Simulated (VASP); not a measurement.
Here is a VASP 6.6.1 calculation.

Contents of INCAR:

```
SYSTEM = LiFeN
  PREC = Accurate
  ENCUT = 520
  EDIFF = 1E-6
  ISMEAR = 0
  SIGMA = 0.1
  LREAL = .FALSE.
  LASPH = .TRUE.
  NELM = 150
  ALGO = Normal
  ISIF = 2
  LWAVE = .FALSE.
  LCHARG = .FALSE.
  ISPIN = 2
  MAGMOM = 0 0.45 0
  LORBIT = 11
  LMAXMIX = 4
  GGA = PE
  ISYM = 0
  NBANDS = 19
```

The input KPOINTS:

```
regular mesh
0
G
  6 2 4
  0 0 0
```

POSCAR

```
LiFeN
1.0
    3.1006003459      0.0000000000      0.0000000000
   -1.5503001730      2.6851986665      0.0000000000
    0.0000000000      0.0000000000      4.1453390000
Li Fe N
1 1 1
Direct
    0.3333333333      0.6666666667      0.0000000000
    0.6666666667      0.3333333333      0.5000000000
    0.3333333333      0.6666666667      0.5000000000
```

Potentials or basis: VASP PAW PBE potentials, release 64 (Li_sv, Fe, N).

Command:

```console
$ cat potpaw_PBE.64/Li_sv/POTCAR potpaw_PBE.64/Fe/POTCAR potpaw_PBE.64/N/POTCAR > POTCAR
$ mpirun -np 1 vasp_std > vasp.out
```

(1) Predict the largest force.

(2) What does it give for the site moments?

Answers

(1) 1.930 eV/Å.

(2) Li +0.00; Fe +0.09; N +0.00 μB.

Caveat: the k points lie up to 1.17 Å⁻¹ apart; forces of over 1 eV/Å act on the atoms, so gaps and moduli don't describe the material at rest.
